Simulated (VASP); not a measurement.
Wanted: the native input for a VASP 6.6.1 run.

* Task: single point
* Functional: PBEsol
* Potentials or basis: VASP PAW PBE potentials, release 64 (V_sv, N)
* Cutoff: 520 eV
* k mesh: 12 × 12 × 12
* Occupations: gaussian, width 0.1 eV
* Spin: no spin polarisation
* Dipole correction: no
* Further INCAR settings: ALGO = Normal; EDIFF = 1e-06; NBANDS = 32

The structure of VN2 lies in POSCAR:

```
VN2
1.0
   -2.1684664404      2.1684664404      2.5118429997
    2.1684664404     -2.1684664404      2.5118429997
    2.1684664404      2.1684664404     -2.5118429997
V N
2 4
Direct
    0.2500000000      0.2500000000      0.0000000000
    0.7500000000      0.7500000000      0.0000000000
    0.1127060259      0.6127060259      0.7254120518
    0.6127060259      0.8872939741      0.5000000000
    0.8872939741      0.3872939741      0.2745879482
    0.3872939741      0.1127060259      0.5000000000
```

This cell differs from its parent crystal: volume scaled by 1.06, then relaxed in part.

The input as run:

INCAR

```
SYSTEM = VN2
PREC = Accurate
ENCUT = 520
EDIFF = 1E-6
ISMEAR = 0
SIGMA = 0.1
LREAL = .FALSE.
LASPH = .TRUE.
NELM = 100
ALGO = Normal
ISIF = 2
LWAVE = .FALSE.
LCHARG = .TRUE.
GGA = PS
LELF = .TRUE.
LVHAR = .TRUE.
NBANDS = 32
```

KPOINTS

```
Automatic mesh
0
G
  12 12 12
  0 0 0
```

Potentials or basis: VASP PAW PBE potentials, release 64 (V_sv, N).

The run is started by

```bash
$ cat potpaw_PBE.64/V_sv/POTCAR potpaw_PBE.64/N/POTCAR > POTCAR
$ mpirun -np 1 vasp_std > vasp.out
```

Results of the run:

```
Pressure               : -16.7 GPa
Largest force          : 0.088 eV/Å
Band gap on the k mesh : zero (band 23 reaches 11.15 eV, above the bottom of band 24 at 10.85 eV)
```

Caveat: the PAW data sets were made with another functional, which shifts forces and pressure a little; the run has no spin polarisation, though such a crystal can be magnetic.

Wall time 3 min on 1 thread of Intel(R) Xeon(R) Platinum 8488C (Sapphire Rapids), on a shared host, peak memory 0.31 GiB.
